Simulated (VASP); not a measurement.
# Ta2H (C222) in VASP: a series of runs

The runs below take Ta2H through single point, with r2SCAN.

Program: VASP 6.6.1. These are calculated values, not measurements. Logs are shortened: lines on timing, memory, paths and dates and some standing lists are left out, and cuts for length are marked.

### 1 The cell of the first run

Symmetry: C222, No. 21, orthorhombic system. Conventional cell: a = 3.420 Å, b = 4.745 Å, c = 4.768 Å, α = 90.00°, β = 90.00°, γ = 90.00°. Within 2.6 Å of Ta (site symmetry 2) lie 2 H at 1.93 Å. Within 2.6 Å of H (site symmetry 222) lie 4 Ta at 1.93 Å.

### 2 Single point, r2SCAN

Input file POSCAR:

```
Ta2H
1.0
    1.7100055853     -2.3726342500      0.0000000000
    1.7100055853      2.3726342500      0.0000000000
    0.0000000000      0.0000000000      4.7677687114
Ta H
2 1
Direct
    0.0000000000      0.5000000000      0.2638920744
    0.5000000000      0.0000000000      0.7361079256
    0.0000000000      0.0000000000      0.0000000000
```

Input file INCAR.step1:

```
SYSTEM = Ta2H
PREC = Accurate
ENCUT = 520
ISMEAR = 0
SIGMA = 0.1
LREAL = .FALSE.
LASPH = .TRUE.
NELM = 100
NBANDS = 18
GGA = PE
ALGO = Normal
EDIFF = 1E-4
LWAVE = .TRUE.
LCHARG = .FALSE.
```

Input file INCAR.step2:

```
SYSTEM = Ta2H
PREC = Accurate
ENCUT = 520
EDIFF = 1E-6
ISMEAR = 0
SIGMA = 0.1
LREAL = .FALSE.
LASPH = .TRUE.
NELM = 100
ALGO = Normal
ISIF = 2
LWAVE = .FALSE.
LCHARG = .TRUE.
METAGGA = R2SCAN
LMIXTAU = .TRUE.
LELF = .TRUE.
LVHAR = .TRUE.
NBANDS = 18
ISTART = 1
```

Input file KPOINTS:

```
regular mesh
0
G
  16 16 10
  0 0 0
```

Potentials or basis: VASP PAW PBE potentials, release 64 (Ta_pv, H).

Command:

```sh
cat potpaw_PBE.64/Ta_pv/POTCAR potpaw_PBE.64/H/POTCAR > POTCAR
cp INCAR.step1 INCAR
mpirun -np 1 vasp_std > vasp.out
cp INCAR.step2 INCAR
mpirun -np 1 vasp_std > vasp.out
```

OUTCAR:

```text
SYSTEM = Ta2H
   PREC = Accurate
   ENCUT = 520
   EDIFF = 1E-6
   ISMEAR = 0
   LREAL = .FALSE.
   LASPH = .TRUE.
   NELM = 100
   ISIF = 2
   METAGGA = R2SCAN
   ISTART = 1

 ion  position               nearest neighbor table
   1  0.000  0.500  0.264-   3 1.93   3 1.93   2 2.83   2 2.83   2 3.04   2 3.04   2 3.27   2 3.27
                             2 3.46   2 3.46
   2  0.500  0.000  0.736-   3 1.93   3 1.93   1 2.83   1 2.83   1 3.04   1 3.04   1 3.27   1 3.27
                             1 3.46   1 3.46
   3  0.000  0.000  0.000-   1 1.93   2 1.93   1 1.93   2 1.93

  LATTYP: Found a base centered orthorhombic cell.
 ALAT       =     3.4200111706
 B/A-ratio  =     1.3875008774
 C/A-ratio  =     1.3940798651

  Lattice vectors:

 A1 = (   1.7100055853,  -2.3726342500,   0.0000000000)
 A2 = (   1.7100055853,   2.3726342500,   0.0000000000)
 A3 = (   0.0000000000,   0.0000000000,   4.7677687114)

Analysis of symmetry for initial positions (statically):
=====================================================================
 Subroutine PRICEL returns:
 Original cell was already a primitive cell.

 Routine SETGRP: Setting up the symmetry group for a
 base centered orthorhombic supercell.

 Subroutine GETGRP returns: Found  4 space group operations
 (whereof  4 operations were pure point group operations)
 out of a pool of  8 trial point group operations.

The static configuration has the point symmetry D_2 .

Analysis of symmetry for dynamics (positions and initial velocities):
=====================================================================
 Subroutine PRICEL returns:
 Original cell was already a primitive cell.

 Routine SETGRP: Setting up the symmetry group for a
 base centered orthorhombic supercell.

 Subroutine GETGRP returns: Found  4 space group operations
 (whereof  4 operations were pure point group operations)
 out of a pool of  8 trial point group operations.

The dynamic configuration has the point symmetry D_2 .

 Subroutine INISYM returns: Found  4 space group operations
 (whereof  4 operations are pure point group operations),
 and found     1 'primitive' translations

----------------------------------------------------------------------------------------

                                     Primitive cell

  volume of cell :      38.6878
[... 88 lines left out ...]
   LASPH  =      T    aspherical Exc in radial PAW
   ENCUT  =  520.0 eV  38.22 Ry    6.18 a.u.   5.44  5.44  8.86*2*pi/ulx,y,z
   NELM   =    100;   NELMIN=  2; NELMDL=  0     # of ELM steps
   EDIFF  = 0.1E-05   stopping-criterion for ELM
   LREAL  =      F    real-space projection
   EDIFFG = 0.1E-04   stopping-criterion for IOM
   NSW    =      0    number of steps for IOM
   IBRION =     -1    ionic relax: 0-MD 1-quasi-New 2-CG
   NFREE  =      0    steps in history (QN), initial steepest desc. (CG)
   ISIF   =      2    stress and relaxation
   ISYM   =      2    0-nonsym 1-usesym 2-fastsym
   POTIM  = 0.5000    time-step for ionic-motion
   TEBEG  =    0.0;   TEEND  =   0.0 temperature during run
   PSTRESS=    0.0 pullay stress
   NELECT =      23.0000    total number of electrons
   NUPDOWN=      -1.0000    fix difference up-down
   EMIN   =  10.00;   EMAX   =-10.00  energy-range for DOS
   EFERMI =   0.00;   METHOD = LEGACY
   ISMEAR =     0;   SIGMA  =   0.10  broadening in eV -4-tet -1-fermi 0-gaus
   EFERMI_NEDOS =   21; number of points for ismear=-14 and -15
   IALGO  =     38    algorithm
   IMIX   =      4    mixing-type and parameters
     AMIX     =   0.40;   BMIX     =  1.00
     AMIX_MAG =   1.60;   BMIX_MAG =  1.00
  volume/ion in A,a.u.               =      12.90        87.03
  Fermi-wavevector in a.u.,A,eV,Ry     =   1.376553  2.601308 25.781655  1.894898
  Thomas-Fermi vector in A             =   2.501787
   LORBIT       =      0    0 simple, 1 ext, 2 COOP (PROOUT), +10 PAW based schemes
   METAGGA = R2SCAN    functional components
   LHFCALC =     F    Hartree Fock is set to
   AEXX    =    0.0000 exact exchange contribution
   IVDW    =     0    specifies the selected vdW correction
   LEPSILON=     F    determine dielectric tensor
   LRPA    =     F    only Hartree local field effects (RPA)
 non-spin polarized calculation
 Gauss-broadening in eV      SIGMA  =   0.10
  energy-cutoff  :      520.00
  volume of cell :       38.69
 maximum number of plane-waves:      1067
 NGX is ok and might be reduce to    24
   NGX = 11   NGY = 11   NGZ = 17

 number of electron      22.9999998 magnetization

 Free energy of the ion-electron system (eV)
  ---------------------------------------------------
  ext. energy  EPLUGINS =         0.00000000
  ---------------------------------------------------
  free energy    TOTEN  =      -101.17048373 eV

  energy without entropy =     -101.16327443  energy(sigma->0) =     -101.16687908

 E-fermi :   5.3174     XC(G=0): -13.6216

 val. band max:        5.3167376167   @ k =   0.4375   0.0625   0.3000
 cond. band min:       5.3198740704   @ k =   0.4375   0.0000   0.3000
 fundamental gap:      0.0031364537
 Fermi energy:         5.3174081404

 k-point     1 :       0.0000    0.0000    0.0000
  band No.  band energies     occupation
      1     -30.3729      2.00000
      2     -29.6458      2.00000
      3     -29.3379      2.00000
      4     -29.3298      2.00000
      5     -29.3064      2.00000
      6     -29.2742      2.00000
[... 481 lines left out ...]
      5     -29.3273      2.00000
      6     -29.2895      2.00000
[... 10 lines left out ...]
     17      10.2783      0.00000
     18      12.4831      0.00000

 [... further k-points ...]

------------------------ aborting loop because EDIFF is reached ----------------------------------------

  FORCE on cell =-STRESS in cart. coord.  units (eV):
  Direction    XX          YY          ZZ          XY          YZ          ZX
  --------------------------------------------------------------------------------------
  -------------------------------------------------------------------------------------
  Total        0.1225979      0.1263419      0.1286063      0.0000000      0.0000000      0.0000000
  in kB        5.0771496      5.2322010      5.3259778      0.0000000      0.0000000      0.0000000
  external PRESSURE =       5.2117761 kB  Pullay stress =       0.0000000 kB

 VOLUME and BASIS-vectors are now :
 -----------------------------------------------------------------------------
  energy-cutoff  :      520.00
  volume of cell :       38.69
      direct lattice vectors                 reciprocal lattice vectors
     1.710005585 -2.372634250  0.000000000     0.292396706 -0.210736231  0.000000000
     1.710005585  2.372634250  0.000000000     0.292396706  0.210736231  0.000000000
     0.000000000  0.000000000  4.767768711     0.000000000  0.000000000  0.209741718

 POSITION                                       TOTAL-FORCE (eV/Angst)
 -----------------------------------------------------------------------------------
      0.85500      1.18632      1.25818         0.000000      0.000000      0.015078
      0.85500     -1.18632      3.50959        -0.000000      0.000000     -0.015078
      0.00000      0.00000      0.00000        -0.000000     -0.000000      0.000000
 -----------------------------------------------------------------------------------
    total drift:                                0.000000     -0.000000     -0.000000

  FREE ENERGIE OF THE ION-ELECTRON SYSTEM (eV)
  ---------------------------------------------------
  free  energy   TOTEN  =      -101.1704837308 eV

  energy  without entropy=     -101.1632744344  energy(sigma->0) =     -101.16687908
```

OUTCAR.step1:

```text
SYSTEM = Ta2H
   PREC = Accurate
   ENCUT = 520
   ISMEAR = 0
   LREAL = .FALSE.
   LASPH = .TRUE.
   NELM = 100
[... 732 lines left out ...]
      0.85500      1.18632      1.25818        -0.000000      0.000000      0.052758
      0.85500     -1.18632      3.50959         0.000000      0.000000     -0.052758
      0.00000      0.00000      0.00000         0.000000     -0.000000      0.000000
 -----------------------------------------------------------------------------------
    total drift:                                0.000000     -0.000000     -0.000000

  FREE ENERGIE OF THE ION-ELECTRON SYSTEM (eV)
  ---------------------------------------------------
  free  energy   TOTEN  =       -27.4674239250 eV

  energy  without entropy=      -27.4600934061  energy(sigma->0) =      -27.46375867
```

Wall time 8.6 min (1 thread of AMD EPYC 9R45 (Zen 5), shared host); peak memory 0.35 GiB.

Results:

```
Free energy            : -101.1705 eV
Pressure               : 0.5 GPa
Largest force          : 0.015 eV/Å
Band gap on the k mesh : zero (an odd number of electrons rules out a gap without spin polarisation)
```

Forces in eV/Å, atoms in the order of the input:
```
Ta   0.000  0.000  0.015
Ta   0.000  0.000 -0.015
H    0.000  0.000  0.000
```

Caveat: the PAW data sets were made with another functional, which shifts forces and pressure a little; spin-orbit coupling is left out, which moves the levels of the heavy elements.

### 3 Single point, r2SCAN

This run uses another cell than the first one, of 12.94 Å³/atom.

Input file POSCAR:

```
Ta2H
1.0
    1.7204951100     -2.3714690300      0.0000000000
    1.7204951100      2.3714690300      0.0000000000
    0.0000000000      0.0000000000      4.7585693900
Ta H
2 1
Direct
    0.0000000000      0.5000000000      0.2645697700
    0.5000000000      0.0000000000      0.7354302300
    0.0000000000      0.0000000000      0.0000000000
```

Input file INCAR.step1:

```
SYSTEM = Ta2H
PREC = Accurate ; ENCUT = 520
ISMEAR = 0 ; SIGMA = 0.1
LREAL = .False. ; LASPH = .True.
NELM = 100 ; NBANDS = 18
GGA = PE ; ALGO = Normal
EDIFF = 1E-4 ; LWAVE = .True.
LCHARG = .False.
```

Input file INCAR.step2:

```
SYSTEM = Ta2H
PREC = Accurate ; ENCUT = 520
EDIFF = 1E-6 ; ISMEAR = 0
SIGMA = 0.1 ; LREAL = .False.
LASPH = .True. ; NELM = 100
ALGO = Normal ; ISIF = 2
LWAVE = .False. ; LCHARG = .False.
METAGGA = R2SCAN ; LMIXTAU = .True.
NBANDS = 18 ; ISTART = 1
```

Input file KPOINTS:

```
regular mesh
0
Gamma
  6 6 4
  0 0 0
```

Potentials or basis: VASP PAW PBE potentials, release 64 (Ta_pv, H).

Command:

```sh
cat potpaw_PBE.64/Ta_pv/POTCAR potpaw_PBE.64/H/POTCAR > POTCAR
cp INCAR.step1 INCAR
mpirun -np 1 vasp_std > vasp.out
cp INCAR.step2 INCAR
mpirun -np 1 vasp_std > vasp.out
```

Run time: 51 s. Hardware: 1 thread of AMD EPYC 9R45 (Zen 5), shared host; peak memory 0.14 GiB.

It converged, with:

* Free energy: -101.1663 eV
* Pressure: 0.2 GPa
* Largest force: 0.035 eV/Å
* Band gap on the k mesh: zero (an odd number of electrons rules out a gap without spin polarisation)

Forces on the atoms (eV/Å):
```
Ta   0.000  0.000 -0.035
Ta   0.000  0.000  0.035
H    0.000  0.000  0.000
```

Stress tensor (GPa, compression positive):
```
-1.03  0.00  0.00
 0.00  0.50  0.00
 0.00  0.00  1.25
```

Levels at points of the mesh, in eV from the Fermi level:
```tsv
k point	band 9	band 10	band 11	band 12	band 13	band 14
(0.00, 0.00, 0.00)	-3.20	-0.66	0.37	0.42	1.02	3.42
(0.50, 0.00, 0.00)	-2.64	-1.72	-0.81	-0.76	3.14	3.26
(0.50, 0.50, 0.00)	-3.81	-2.34	-0.18	3.88	4.30	6.05
(0.00, 0.00, 0.50)	-2.16	-1.14	-0.70	0.53	2.51	3.19
(0.50, 0.00, 0.50)	-1.69	-1.55	-0.59	0.82	3.38	3.46
(0.50, 0.50, 0.50)	-2.96	-2.02	0.35	0.37	0.98	1.82
```

Caveat: the k points lie up to 0.38 Å⁻¹ apart, too coarse for converged energies and pressures of a metal; the PAW data sets were made with another functional, which shifts forces and pressure a little; spin-orbit coupling is left out, which moves the levels of the heavy elements.
